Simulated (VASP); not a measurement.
# Mo in VASP: notebook

Runs on Mo. Level: PBE. Tasks: single point.

Program: VASP 6.6.1. These are calculated values, not measurements. Logs are shortened: lines on timing, memory, paths and dates and some standing lists are left out, and cuts for length are marked.

**1. The cell of the first run**

The cell holds a slab with vacuum, 5 atoms: a = 3.160 Å, b = 3.160 Å, c = 18.320 Å, α = 90.00°, β = 90.00°, γ = 90.00°.

**2. Single point, PBE**

INCAR reads:

```
ALGO     = Normal         # electronic algorithm
EDIFF    = 1E-7           # SCF threshold, eV
ENCUT    = 520            # plane-wave cutoff, eV
GGA      = PE             # functional
ISIF     = 2              # what is computed and relaxed
ISMEAR   = 1              # smearing method
LASPH    = True           # aspherical terms in the spheres
LCHARG   = True           # write CHGCAR
LELF     = True           # ELF
LREAL    = False          # projectors in reciprocal space
LVHAR    = True         
LWAVE    = False          # write WAVECAR
NBANDS   = 43             # bands
NELM     = 80             # most SCF steps
PREC     = Accurate       # precision mode
SIGMA    = 0.1            # smearing width, eV
```

KPOINTS reads:

```
k-points
0
Gamma
  16 16 1
```

POSCAR reads:

```
Mo
1.0
    3.1600000000      0.0000000000      0.0000000000
    0.0000000000      3.1600000000      0.0000000000
    0.0000000000      0.0000000000     18.3200000000
Mo
5
Direct
    0.0000000000      0.0000000000      0.3275109170
    0.5000000000      0.5000000000      0.4137554585
    0.0000000000      0.0000000000      0.5000000000
    0.5000000000      0.5000000000      0.5862445415
    0.0000000000      0.0000000000      0.6724890830
```

Potentials or basis: VASP PAW PBE potentials, release 64 (Mo_sv).

Run with:

```bash
> cat potpaw_PBE.64/Mo_sv/POTCAR > POTCAR
> mpirun -np 1 vasp_std > vasp.out
```

OUTCAR:

```text
EDIFF = 1E-7
   ENCUT = 520
   GGA = PE
   ISIF = 2
   ISMEAR = 1
   LASPH = True
   LREAL = False
   NELM = 80
   PREC = Accurate

 ion  position               nearest neighbor table
   1  0.000  0.000  0.328-   2 2.74   2 2.74   2 2.74   2 2.74   3 3.16
   2  0.500  0.500  0.414-   1 2.74   3 2.74   1 2.74   3 2.74   1 2.74   3 2.74   1 2.74   3 2.74
                             4 3.16
   3  0.000  0.000  0.500-   2 2.74   4 2.74   2 2.74   4 2.74   2 2.74   4 2.74   2 2.74   4 2.74
                             1 3.16   5 3.16
   4  0.500  0.500  0.586-   3 2.74   5 2.74   3 2.74   5 2.74   3 2.74   5 2.74   3 2.74   5 2.74
                             2 3.16
   5  0.000  0.000  0.672-   4 2.74   4 2.74   4 2.74   4 2.74   3 3.16

  LATTYP: Found a simple tetragonal cell.
 ALAT       =     3.1600000000
 C/A-ratio  =     5.7974683544

  Lattice vectors:

 A1 = (   3.1600000000,   0.0000000000,   0.0000000000)
 A2 = (   0.0000000000,   3.1600000000,   0.0000000000)
 A3 = (   0.0000000000,   0.0000000000,  18.3200000000)

Analysis of symmetry for initial positions (statically):
=====================================================================
 Subroutine PRICEL returns:
 Original cell was already a primitive cell.

 Routine SETGRP: Setting up the symmetry group for a
 simple tetragonal supercell.

 Subroutine GETGRP returns: Found 16 space group operations
 (whereof 16 operations were pure point group operations)
 out of a pool of 16 trial point group operations.

The static configuration has the point symmetry D_4h.

Analysis of symmetry for dynamics (positions and initial velocities):
=====================================================================
 Subroutine PRICEL returns:
 Original cell was already a primitive cell.

 Routine SETGRP: Setting up the symmetry group for a
 simple tetragonal supercell.

 Subroutine GETGRP returns: Found 16 space group operations
 (whereof 16 operations were pure point group operations)
 out of a pool of 16 trial point group operations.

The dynamic configuration has the point symmetry D_4h.

 Subroutine INISYM returns: Found 16 space group operations
 (whereof 16 operations are pure point group operations),
 and found     1 'primitive' translations

----------------------------------------------------------------------------------------

                                     Primitive cell

  volume of cell :     182.9362

  direct lattice vectors                    reciprocal lattice vectors
     3.160000000  0.000000000  0.000000000     0.316455696  0.000000000  0.000000000
     0.000000000  3.160000000  0.000000000     0.000000000  0.316455696  0.000000000
     0.000000000  0.000000000 18.320000000     0.000000000  0.000000000  0.054585153

  length of vectors
     3.160000000  3.160000000 18.320000000     0.316455696  0.316455696  0.054585153

  position of ions in fractional coordinates (direct lattice)
     0.000000000  0.000000000  0.327510917
     0.500000000  0.500000000  0.413755458
     0.000000000  0.000000000  0.500000000
     0.500000000  0.500000000  0.586244542
     0.000000000  0.000000000  0.672489083

  ion indices of the primitive-cell ions
   primitive index   ion index
                 1           1
                 2           2
                 3           3
                 4           4
                 5           5

----------------------------------------------------------------------------------------

 KPOINTS: k-points

Automatic generation of k-mesh.
 Grid dimensions read from file:
 generate k-points for:   16   16    1

 Generating k-lattice:

  Cartesian coordinates                     Fractional coordinates (reciprocal lattice)
     0.019778481  0.000000000  0.000000000     0.062500000  0.000000000  0.000000000
     0.000000000  0.019778481  0.000000000     0.000000000  0.062500000  0.000000000
     0.000000000  0.000000000  0.054585153     0.000000000  0.000000000  1.000000000

  Length of vectors
     0.019778481  0.019778481  0.054585153

  Shift w.r.t. Gamma in fractional coordinates (k-lattice)
     0.000000000  0.000000000  0.000000000

 Subroutine IBZKPT returns following result:
 ===========================================

 Found     45 irreducible k-points:

 Following reciprocal coordinates:
            Coordinates               Weight
  0.000000  0.000000  0.000000      1.000000
  0.062500  0.000000  0.000000      4.000000
  0.125000  0.000000  0.000000      4.000000
  0.187500  0.000000  0.000000      4.000000
  0.250000  0.000000  0.000000      4.000000
  0.312500  0.000000  0.000000      4.000000
[... 16 lines left out ...]
  0.437500  0.125000  0.000000      8.000000
  0.500000  0.125000  0.000000      4.000000
 [... further k-points ...]
   k-points           NKPTS =     45   k-points in BZ     NKDIM =     45   number of bands    NBANDS=     43
   number of dos      NEDOS =    301   number of ions     NIONS =      5
   total plane-waves  NPLWV =  80640
   dimension x,y,z NGX =    24 NGY =   24 NGZ =  140
   dimension x,y,z NGXF=    48 NGYF=   48 NGZF=  280
   ions per type =               5
   NGX,Y,Z   is equivalent  to a cutoff of  12.63, 12.63, 12.70 a.u.
   NGXF,Y,Z  is equivalent  to a cutoff of  25.25, 25.25, 25.41 a.u.
 SYSTEM =  unknown system
   PREC   = accura    normal or accurate (medium, high low for compatibility)
   ISTART =      0    job   : 0-new  1-cont  2-samecut
   ICHARG =      2    charge: 1-file 2-atom 10-const
   ISPIN  =      1    spin polarized calculation?
   LNONCOLLINEAR =      F non collinear calculations
   LSORBIT =      F    spin-orbit coupling
   LASPH  =      T    aspherical Exc in radial PAW
   ENCUT  =  520.0 eV  38.22 Ry    6.18 a.u.   5.88  5.88 34.06*2*pi/ulx,y,z
   NELM   =     80;   NELMIN=  2; NELMDL= -5     # of ELM steps
   EDIFF  = 0.1E-06   stopping-criterion for ELM
   LREAL  =      F    real-space projection
   EDIFFG = 0.1E-05   stopping-criterion for IOM
   NSW    =      0    number of steps for IOM
   IBRION =     -1    ionic relax: 0-MD 1-quasi-New 2-CG
   NFREE  =      0    steps in history (QN), initial steepest desc. (CG)
   ISIF   =      2    stress and relaxation
   ISYM   =      2    0-nonsym 1-usesym 2-fastsym
   POTIM  = 0.5000    time-step for ionic-motion
   TEBEG  =    0.0;   TEEND  =   0.0 temperature during run
   PSTRESS=    0.0 pullay stress
   NELECT =      70.0000    total number of electrons
   NUPDOWN=      -1.0000    fix difference up-down
   EMIN   =  10.00;   EMAX   =-10.00  energy-range for DOS
   EFERMI =   0.00;   METHOD = LEGACY
   ISMEAR =     1;   SIGMA  =   0.10  broadening in eV -4-tet -1-fermi 0-gaus
   EFERMI_NEDOS =   21; number of points for ismear=-14 and -15
   IALGO  =     38    algorithm
   IMIX   =      4    mixing-type and parameters
     AMIX     =   0.40;   BMIX     =  1.00
     AMIX_MAG =   1.60;   BMIX_MAG =  1.00
  volume/ion in A,a.u.               =      36.59       246.90
  Fermi-wavevector in a.u.,A,eV,Ry     =   1.188523  2.245983 19.219416  1.412587
  Thomas-Fermi vector in A             =   2.324651
   LORBIT       =      0    0 simple, 1 ext, 2 COOP (PROOUT), +10 PAW based schemes
   GGA     = PE    functional components
   LHFCALC =     F    Hartree Fock is set to
   AEXX    =    0.0000 exact exchange contribution
   IVDW    =     0    specifies the selected vdW correction
   LEPSILON=     F    determine dielectric tensor
   LRPA    =     F    only Hartree local field effects (RPA)
 non-spin polarized calculation
 Methfessel and Paxton  Order N= 1 SIGMA  =   0.10
  energy-cutoff  :      520.00
  volume of cell :      182.94
 maximum number of plane-waves:      4984
 NGX is ok and might be reduce to    24
   NGX = 11   NGY = 11   NGZ = 69

 number of electron      70.0000010 magnetization

 Free energy of the ion-electron system (eV)
  ---------------------------------------------------
  ext. energy  EPLUGINS =         0.00000000
  ---------------------------------------------------
  free energy    TOTEN  =       -50.28540321 eV

  energy without entropy =      -50.28458077  energy(sigma->0) =      -50.28512906

 E-fermi :   3.1676     XC(G=0):  -7.0496

 val. band max:        3.1559672469   @ k =   0.3125   0.3125   0.0000
 cond. band min:       3.1764090663   @ k =   0.2500   0.1250   0.0000
 fundamental gap:      0.0204418194
 Fermi energy:         3.1675771518

 k-point     1 :       0.0000    0.0000    0.0000
  band No.  band energies     occupation
      1     -58.0493      2.00000
      2     -57.8185      2.00000
      3     -57.7477      2.00000
      4     -57.5778      2.00000
      5     -57.5636      2.00000
      6     -32.2866      2.00000
[... 35 lines left out ...]
     42       4.5721     -0.00000
     43       4.5721     -0.00000

 k-point     2 :       0.0625    0.0000    0.0000
  band No.  band energies     occupation
      1     -58.0458      2.00000
      2     -57.8159      2.00000
      3     -57.7471      2.00000
      4     -57.5789      2.00000
      5     -57.5656      2.00000
      6     -32.2946      2.00000
[... 35 lines left out ...]
     42       4.5605     -0.00000
     43       4.9768     -0.00000

 k-point     3 :       0.1250    0.0000    0.0000
  band No.  band energies     occupation
      1     -58.0355      2.00000
      2     -57.8085      2.00000
      3     -57.7458      2.00000
      4     -57.5821      2.00000
      5     -57.5712      2.00000
      6     -32.3228      2.00000
[... 35 lines left out ...]
     42       4.5450     -0.00000
     43       5.0847     -0.00000

 k-point     4 :       0.1875    0.0000    0.0000
  band No.  band energies     occupation
      1     -58.0195      2.00000
      2     -57.7968      2.00000
      3     -57.7439      2.00000
      4     -57.5876      2.00000
      5     -57.5801      2.00000
      6     -32.3734      2.00000
[... 863 lines left out ...]
     42       4.7068     -0.00000
     43       5.1611     -0.00000

 k-point    23 :       0.4375    0.1250    0.0000
  band No.  band energies     occupation
      1     -57.9390      2.00000
      2     -57.7406      2.00000
      3     -57.7346      2.00000
      4     -57.6192      2.00000
      5     -57.6190      2.00000
      6     -32.5448      2.00000
[... 35 lines left out ...]
     42       4.8380     -0.00000
     43       5.3608      0.00000

 k-point    24 :       0.5000    0.1250    0.0000
  band No.  band energies     occupation
      1     -57.9342      2.00000
      2     -57.7411      2.00000
      3     -57.7305      2.00000
      4     -57.6216      2.00000
      5     -57.6214      2.00000
      6     -32.5555      2.00000
[... 35 lines left out ...]
     42       4.8540     -0.00000
     43       5.5024      0.00000

 [... further k-points ...]
[... 5 lines left out ...]
  --------------------------------------------------------------------------------------
  -------------------------------------------------------------------------------------
  Total       -7.6362174     -7.6362174     -4.5388855      0.0000000      0.0000000     -0.0000000
  in kB      -66.8789173    -66.8789173    -39.7521091      0.0000000      0.0000000     -0.0000000
  external PRESSURE =     -57.8366479 kB  Pullay stress =       0.0000000 kB

 VOLUME and BASIS-vectors are now :
 -----------------------------------------------------------------------------
  energy-cutoff  :      520.00
  volume of cell :      182.94
      direct lattice vectors                 reciprocal lattice vectors
     3.160000000  0.000000000  0.000000000     0.316455696  0.000000000  0.000000000
     0.000000000  3.160000000  0.000000000     0.000000000  0.316455696  0.000000000
     0.000000000  0.000000000 18.320000000     0.000000000  0.000000000  0.054585153

 POSITION                                       TOTAL-FORCE (eV/Angst)
 -----------------------------------------------------------------------------------
      0.00000      0.00000      6.00000        -0.000000      0.000000      1.312618
      1.58000      1.58000      7.58000         0.000000      0.000000     -1.196555
      0.00000      0.00000      9.16000         0.000000     -0.000000      0.000000
      1.58000      1.58000     10.74000         0.000000     -0.000000      1.196555
      0.00000      0.00000     12.32000         0.000000     -0.000000     -1.312618
 -----------------------------------------------------------------------------------
    total drift:                                0.000000     -0.000000      0.000000

  FREE ENERGIE OF THE ION-ELECTRON SYSTEM (eV)
  ---------------------------------------------------
  free  energy   TOTEN  =       -50.2854032092 eV

  energy  without entropy=      -50.2845807657  energy(sigma->0) =      -50.28512906
```

It took 3.9 min on 1 thread of AMD EPYC 9R45 (Zen 5), shared host; peak memory 0.38 GiB.

What came out:

| Property | Result |
| --- | --- |
| Free energy | -50.2854 eV |
| Largest force | 1.313 eV/Å |
| Band gap on the k mesh | zero (bands 35 and 36 overlap by 1.73 eV) |

Forces in eV/Å, atoms in the order of the input:
```
Mo   0.000  0.000  1.313
Mo   0.000  0.000 -1.197
Mo   0.000  0.000  0.000
Mo   0.000  0.000  1.197
Mo   0.000  0.000 -1.313
```

Levels at points of the mesh, in eV from the Fermi level:
| k point | band 32 | band 33 | band 34 | band 35 | band 36 | band 37 | band 38 | band 39 |
| --- | --- | --- | --- | --- | --- | --- | --- | --- |
| (0.00, 0.00, 0.00) | -0.81 | -0.81 | -0.39 | -0.06 | -0.04 | -0.01 | -0.01 | 0.06 |
| (0.50, 0.00, 0.00) | -0.89 | -0.79 | -0.13 | -0.08 | 0.03 | 0.59 | 1.04 | 1.20 |
| (0.50, 0.50, 0.00) | -0.54 | -0.54 | 1.48 | 1.56 | 1.87 | 1.87 | 2.00 | 2.02 |

Caveat: there is no dipole correction, which matters where the two faces differ.

**3. Single point, PBE**

INCAR reads:

```
PREC = Accurate ; ENCUT = 520
EDIFF = 1E-6 ; ISMEAR = 1
SIGMA = 0.1 ; LREAL = False
LASPH = True ; NELM = 100
ALGO = Normal ; ISIF = 2
LWAVE = False ; LCHARG = False
GGA = PE ; NBANDS = 43
```

KPOINTS reads:

```
Automatic mesh
0
Gamma
  16 16 1
```

POSCAR reads:

```
Mo
1.0
    3.1600000000      0.0000000000      0.0000000000
    0.0000000000      3.1600000000      0.0000000000
    0.0000000000      0.0000000000     18.3200000000
Mo
5
Direct
    0.0000000000      0.0000000000      0.3363156667
    0.5000000000      0.5000000000      0.4119836338
    0.0000000000      0.0000000000      0.5000000000
    0.5000000000      0.5000000000      0.5880163662
    0.0000000000      0.0000000000      0.6636843333
```

Potentials or basis: VASP PAW PBE potentials, release 64 (Mo_sv).

Run with:

```bash
> cat potpaw_PBE.64/Mo_sv/POTCAR > POTCAR
> mpirun -np 1 vasp_std > vasp.out
```

Wall time 3.8 min (1 thread of AMD EPYC 9R45 (Zen 5), shared host); peak memory 0.37 GiB.

It converged, with:

```
Free energy            : -50.5465 eV
Largest force          : 0.033 eV/Å
Band gap on the k mesh : zero (bands 35 and 36 overlap by 1.67 eV)
```

Forces in eV/Å, atoms in the order of the input:
```
Mo   0.000  0.000 -0.033
Mo   0.000  0.000  0.000
Mo   0.000  0.000  0.000
Mo   0.000  0.000  0.000
Mo   0.000  0.000  0.033
```

Levels at points of the mesh, in eV from the Fermi level:
| k point | band 31 | band 32 | band 33 | band 34 | band 35 | band 36 | band 37 | band 38 | band 39 | band 40 |
| --- | --- | --- | --- | --- | --- | --- | --- | --- | --- | --- |
| (0.00, 0.00, 0.00) | -1.24 | -0.78 | -0.78 | -0.62 | -0.15 | -0.15 | -0.04 | -0.03 | 0.12 | 1.10 |
| (0.50, 0.00, 0.00) | -1.72 | -1.12 | -0.94 | -0.24 | 0.14 | 0.45 | 0.94 | 1.13 | 1.25 | 1.66 |
| (0.50, 0.50, 0.00) | -1.96 | -0.78 | -0.78 | 1.28 | 1.46 | 1.73 | 1.73 | 1.89 | 2.19 | 2.20 |

Caveat: there is no dipole correction, which matters where the two faces differ.

The gap in the log of VASP goes by the Fermi energy; the results here count the filled bands.